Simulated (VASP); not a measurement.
# PbSe (Pm-3m) in VASP: vibrations by perturbation theory with LDA

Aim: the vibrations by perturbation theory of PbSe with LDA.

All numbers are computed with VASP 6.6.1; they aren't measurements. Logs are shortened: lines on timing, memory, paths and dates and some standing lists are left out, and cuts for length are marked.

**1. The cell of the first run**

Symmetry: Pm-3m, No. 221, cubic system. Conventional cell: a = 3.784 Å, b = 3.784 Å, c = 3.784 Å, α = 90.00°, β = 90.00°, γ = 90.00°. Within 4.3 Å of Pb (site symmetry m-3m) lie 8 Se at 3.28 Å and 6 Pb at 3.78 Å. Within 4.3 Å of Se (site symmetry m-3m) lie 8 Pb at 3.28 Å and 6 Se at 3.78 Å.

**2. Vibrations by perturbation theory, LDA**

File INCAR:

```
ALGO = Normal
EDIFF = 1E-8
ENCUT = 520
IBRION = 8
ISIF = 2
ISMEAR = -1
LASPH = T
LCHARG = F
LREAL = F
LWAVE = F
NBANDS = 17
NELM = 100
NSW = 1
PREC = Accurate
SIGMA = 0.1
```

File KPOINTS:

```
k-points
0
Gamma
  6 6 6
```

File POSCAR:

```
PbSe
1.0
    3.7843220000      0.0000000000      0.0000000000
    0.0000000000      3.7843220000      0.0000000000
    0.0000000000      0.0000000000      3.7843220000
Pb Se
1 1
Direct
    0.0000000000      0.0000000000      0.0000000000
    0.5000000000      0.5000000000      0.5000000000
```

Potentials or basis: VASP PAW LDA potentials, release 64 (Pb_d, Se).

Launch:

```
> cat potpaw_LDA.64/Pb_d/POTCAR potpaw_LDA.64/Se/POTCAR > POTCAR
> mpirun -np 1 vasp_std > vasp.out
```

OUTCAR:

```text
EDIFF = 1E-8
   ENCUT = 520
   IBRION = 8
   ISIF = 2
   ISMEAR = -1
   LASPH = T
   LREAL = F
   NELM = 100
   NSW = 1
   PREC = Accurate

 ion  position               nearest neighbor table
   1  0.000  0.000  0.000-   2 3.28   2 3.28   2 3.28   2 3.28   2 3.28   2 3.28   2 3.28   2 3.28

   2  0.500  0.500  0.500-   1 3.28   1 3.28   1 3.28   1 3.28   1 3.28   1 3.28   1 3.28   1 3.28

  LATTYP: Found a simple cubic cell.
 ALAT       =     3.7843220000

  Lattice vectors:

 A1 = (   3.7843220000,   0.0000000000,   0.0000000000)
 A2 = (   0.0000000000,   3.7843220000,   0.0000000000)
 A3 = (   0.0000000000,   0.0000000000,   3.7843220000)

Analysis of symmetry for initial positions (statically):
=====================================================================
 Subroutine PRICEL returns:
 Original cell was already a primitive cell.

 Routine SETGRP: Setting up the symmetry group for a
 simple cubic supercell.

 Subroutine GETGRP returns: Found 48 space group operations
 (whereof 48 operations were pure point group operations)
 out of a pool of 48 trial point group operations.

The static configuration has the point symmetry O_h .

Analysis of symmetry for dynamics (positions and initial velocities):
=====================================================================
 Subroutine PRICEL returns:
 Original cell was already a primitive cell.

 Routine SETGRP: Setting up the symmetry group for a
 simple cubic supercell.

 Subroutine GETGRP returns: Found 48 space group operations
 (whereof 48 operations were pure point group operations)
 out of a pool of 48 trial point group operations.

The dynamic configuration has the point symmetry O_h .

 Subroutine INISYM returns: Found 48 space group operations
 (whereof 48 operations are pure point group operations),
 and found     1 'primitive' translations

----------------------------------------------------------------------------------------

                                     Primitive cell

  volume of cell :      54.1956

  direct lattice vectors                    reciprocal lattice vectors
     3.784322000  0.000000000  0.000000000     0.264248127  0.000000000  0.000000000
     0.000000000  3.784322000  0.000000000     0.000000000  0.264248127  0.000000000
     0.000000000  0.000000000  3.784322000     0.000000000  0.000000000  0.264248127

  length of vectors
     3.784322000  3.784322000  3.784322000     0.264248127  0.264248127  0.264248127

  position of ions in fractional coordinates (direct lattice)
     0.000000000  0.000000000  0.000000000
     0.500000000  0.500000000  0.500000000

  ion indices of the primitive-cell ions
   primitive index   ion index
                 1           1
                 2           2

----------------------------------------------------------------------------------------

 KPOINTS: k-points

Automatic generation of k-mesh.
 Grid dimensions read from file:
 generate k-points for:    6    6    6

 Generating k-lattice:

  Cartesian coordinates                     Fractional coordinates (reciprocal lattice)
     0.044041354  0.000000000  0.000000000     0.166666667  0.000000000  0.000000000
     0.000000000  0.044041354  0.000000000     0.000000000  0.166666667  0.000000000
     0.000000000  0.000000000  0.044041354     0.000000000  0.000000000  0.166666667

  Length of vectors
     0.044041354  0.044041354  0.044041354

  Shift w.r.t. Gamma in fractional coordinates (k-lattice)
     0.000000000  0.000000000  0.000000000

 Subroutine IBZKPT returns following result:
 ===========================================

 Found     20 irreducible k-points:

 Following reciprocal coordinates:
            Coordinates               Weight
  0.000000  0.000000  0.000000      1.000000
  0.166667  0.000000  0.000000      6.000000
  0.333333  0.000000  0.000000      6.000000
  0.500000  0.000000  0.000000      3.000000
  0.166667  0.166667  0.000000     12.000000
  0.333333  0.166667  0.000000     24.000000
[... 12 lines left out ...]
  0.500000  0.500000  0.333333      6.000000
  0.500000  0.500000  0.500000      1.000000
   k-points           NKPTS =     20   k-points in BZ     NKDIM =     20   number of bands    NBANDS=     17
   number of dos      NEDOS =    301   number of ions     NIONS =      2
   total plane-waves  NPLWV =  21952
   dimension x,y,z NGX =    28 NGY =   28 NGZ =   28
   dimension x,y,z NGXF=    56 NGYF=   56 NGZF=   56
   ions per type =               1   1
   NGX,Y,Z   is equivalent  to a cutoff of  12.30, 12.30, 12.30 a.u.
   NGXF,Y,Z  is equivalent  to a cutoff of  24.60, 24.60, 24.60 a.u.
 SYSTEM =  unknown system
   PREC   = accura    normal or accurate (medium, high low for compatibility)
   ISTART =      0    job   : 0-new  1-cont  2-samecut
   ICHARG =      2    charge: 1-file 2-atom 10-const
   ISPIN  =      1    spin polarized calculation?
   LNONCOLLINEAR =      F non collinear calculations
   LSORBIT =      F    spin-orbit coupling
   LASPH  =      T    aspherical Exc in radial PAW
   ENCUT  =  520.0 eV  38.22 Ry    6.18 a.u.   7.04  7.04  7.04*2*pi/ulx,y,z
   NELM   =    100;   NELMIN=  2; NELMDL= -5     # of ELM steps
   EDIFF  = 0.1E-07   stopping-criterion for ELM
   LREAL  =      F    real-space projection
   EDIFFG = 0.1E-06   stopping-criterion for IOM
   NSW    =      1    number of steps for IOM
   IBRION =      8    ionic relax: 0-MD 1-quasi-New 2-CG
   NFREE  =      0    steps in history (QN), initial steepest desc. (CG)
   ISIF   =      2    stress and relaxation
   ISYM   =      2    0-nonsym 1-usesym 2-fastsym
   POTIM  = 0.5000    time-step for ionic-motion
   TEBEG  =    0.0;   TEEND  =   0.0 temperature during run
   PSTRESS=    0.0 pullay stress
   NELECT =      20.0000    total number of electrons
   NUPDOWN=      -1.0000    fix difference up-down
   EMIN   =  10.00;   EMAX   =-10.00  energy-range for DOS
   EFERMI =   0.00;   METHOD = LEGACY
   ISMEAR =    -1;   SIGMA  =   0.10  broadening in eV -4-tet -1-fermi 0-gaus
   EFERMI_NEDOS =   21; number of points for ismear=-14 and -15
   IALGO  =     38    algorithm
   IMIX   =      4    mixing-type and parameters
     AMIX     =   0.40;   BMIX     =  1.00
     AMIX_MAG =   1.60;   BMIX_MAG =  1.00
  volume/ion in A,a.u.               =      27.10       182.87
  Fermi-wavevector in a.u.,A,eV,Ry     =   1.174258  2.219025 18.760817  1.378881
  Thomas-Fermi vector in A             =   2.310658
   LORBIT       =      0    0 simple, 1 ext, 2 COOP (PROOUT), +10 PAW based schemes
   GGA     = CA    functional components
   LHFCALC =     F    Hartree Fock is set to
   AEXX    =    0.0000 exact exchange contribution
   IVDW    =     0    specifies the selected vdW correction
   LEPSILON=     F    determine dielectric tensor
   LRPA    =     F    only Hartree local field effects (RPA)
 non-spin polarized calculation
  energy-cutoff  :      520.00
  volume of cell :       54.20
 maximum number of plane-waves:      1492
   NGX = 15   NGY = 15   NGZ = 15

--------------------------------------- Ionic step        1  -------------------------------------------

 number of electron      20.0000006 magnetization

 Free energy of the ion-electron system (eV)
  ---------------------------------------------------
  ext. energy  EPLUGINS =         0.00000000
  ---------------------------------------------------
  free energy    TOTEN  =        -8.98489504 eV

  energy without entropy =       -8.95217080  energy(sigma->0) =       -8.96853292

 E-fermi :   5.2219     XC(G=0): -10.2371

 val. band max:        5.1906809261   @ k =   0.5000   0.3333   0.3333
 cond. band min:       5.2972409841   @ k =   0.1667   0.1667   0.1667
 fundamental gap:      0.1065600580
 Fermi energy:         5.2219307885

 k-point     1 :       0.0000    0.0000    0.0000
  band No.  band energies     occupation
      1     -11.6556      2.00000
      2     -11.6556      2.00000
      3     -11.5067      2.00000
      4     -11.5067      2.00000
      5     -11.5067      2.00000
      6      -8.0461      2.00000
[... 379 lines left out ...]
      6      -6.1346      2.00000
[... 9 lines left out ...]
     16      18.8499      0.00000
     17      22.4217      0.00000

------------------------ aborting loop because EDIFF is reached ----------------------------------------

  FORCE on cell =-STRESS in cart. coord.  units (eV):
  Direction    XX          YY          ZZ          XY          YZ          ZX
  --------------------------------------------------------------------------------------
  -------------------------------------------------------------------------------------
  Total       -1.5762692     -1.5762692     -1.5762692      0.0000000      0.0000000     -0.0000000
  in kB      -46.5990132    -46.5990132    -46.5990132      0.0000000      0.0000000     -0.0000000
  external PRESSURE =     -46.5990132 kB  Pullay stress =       0.0000000 kB

 VOLUME and BASIS-vectors are now :
 -----------------------------------------------------------------------------
  energy-cutoff  :      520.00
  volume of cell :       54.20
      direct lattice vectors                 reciprocal lattice vectors
     3.784322000  0.000000000  0.000000000     0.264248127  0.000000000  0.000000000
     0.000000000  3.784322000  0.000000000     0.000000000  0.264248127  0.000000000
     0.000000000  0.000000000  3.784322000     0.000000000  0.000000000  0.264248127

 POSITION                                       TOTAL-FORCE (eV/Angst)
 -----------------------------------------------------------------------------------
      0.00000      0.00000      0.00000         0.000000      0.000000      0.000000
      1.89216      1.89216      1.89216         0.000000      0.000000      0.000000
 -----------------------------------------------------------------------------------
    total drift:                                0.000000      0.000000      0.000000

  FREE ENERGIE OF THE ION-ELECTRON SYSTEM (eV)
  ---------------------------------------------------
  free  energy   TOTEN  =        -8.9848950373 eV

  energy  without entropy=       -8.9521708016  energy(sigma->0) =       -8.96853292

[... ionic steps 2 to 3 ...]

--------------------------------------- Ionic step        4  -------------------------------------------

------------------------ aborting loop because EDIFF is reached ----------------------------------------

[... ionic steps 5 to 6 ...]

--------------------------------------- Ionic step        7  -------------------------------------------

 Free energy of the ion-electron system (eV)
  ---------------------------------------------------
  ---------------------------------------------------
  free energy    TOTEN  =        -0.08384339 eV

  energy without entropy =       -0.08384339

------------------------ aborting loop because EDIFF is reached ----------------------------------------

 INTERNAL STRAIN TENSOR  FOR ION    2  DIRECTION 1   (eV/Angst):
 -----------------------------------------------------------------------------
    -0.02197 -0.00000  0.00000
    -0.00000  0.01668 -0.00000
    -0.00000 -0.00000  0.01668

 INTERNAL STRAIN TENSOR FOR ION    2 for displacements in x,y,z  (eV/Angst):
          X           Y           Z          XY          YZ          ZX
  --------------------------------------------------------------------------------
  x     0.00000     0.00000     0.00000     0.00000     0.00000     0.00000
  y     0.00000     0.00000     0.00000     0.00000     0.00000     0.00000
  z     0.00000     0.00000     0.00000     0.00000     0.00000     0.00000

 SECOND DERIVATIVES (NOT SYMMETRIZED)
 ------------------------------------
               1X          1Y          1Z          2X          2Y          2Z
  1X     1.067588   -0.000000    0.000000   -1.067588    0.000000   -0.000000
  1Y    -0.000000    1.067588    0.000000    0.000000   -1.067588   -0.000000
  1Z     0.000000    0.000000    1.067588   -0.000000    0.000000   -1.067588
  2X    -1.078105    0.000000    0.000000    1.078105   -0.000000   -0.000000
  2Y     0.000000   -1.078105   -0.000000   -0.000000    1.078105    0.000000
  2Z     0.000000    0.000000   -1.078105   -0.000000   -0.000000    1.078105

 Eigenvectors and eigenvalues of the dynamical matrix
 ----------------------------------------------------

   1 f  =    0.004687 THz     0.029448 2PiTHz    0.156333 cm-1     0.019383 meV
             X         Y         Z           dx          dy          dz
      0.000000  0.000000  0.000000    -0.250636    0.814374    0.000000
      1.892161  1.892161  1.892161    -0.153966    0.500272    0.000000
[... 21 lines left out ...]
   6 f/i=    2.143893 THz    13.470474 2PiTHz   71.512557 cm-1     8.866423 meV
             X         Y         Z           dx          dy          dz
      0.000000  0.000000  0.000000     0.523429   -0.000000    0.000000
      1.892161  1.892161  1.892161    -0.852070    0.000000    0.000000

--------------------------------------------------------------------------------------------------------

 ELASTIC MODULI CONTR FROM IONIC RELAXATION (kBar)
 Direction    XX          YY          ZZ          XY          YZ          ZX
 --------------------------------------------------------------------------------
 XX           0.0000      0.0000      0.0000      0.0000      0.0000      0.0000
 YY           0.0000      0.0000      0.0000      0.0000      0.0000      0.0000
 ZZ           0.0000      0.0000      0.0000      0.0000      0.0000      0.0000
 XY           0.0000      0.0000      0.0000      0.0000      0.0000      0.0000
 YZ           0.0000      0.0000      0.0000      0.0000      0.0000      0.0000
 ZX           0.0000      0.0000      0.0000      0.0000      0.0000      0.0000
 --------------------------------------------------------------------------------
```

Wall time 1.8 min (1 thread of AMD EPYC 9R45 (Zen 5), shared host); peak memory 0.19 GiB.

What came out:

| Quantity | Value |
| --- | --- |
| Highest phonon frequency at Γ, LO-TO splitting left out | 0 cm⁻¹ |
| Most unstable mode | 72i cm⁻¹ |

Phonon frequencies in cm⁻¹ (negative: imaginary):
```tsv
q point	frequencies
(0.000, 0.000, 0.000)	-72 -72 -72 0 0 0
```

Caveat: the cell wasn't relaxed at this level first, which shifts response properties; some modes are imaginary; spin-orbit coupling is left out, which moves the levels of the heavy elements.
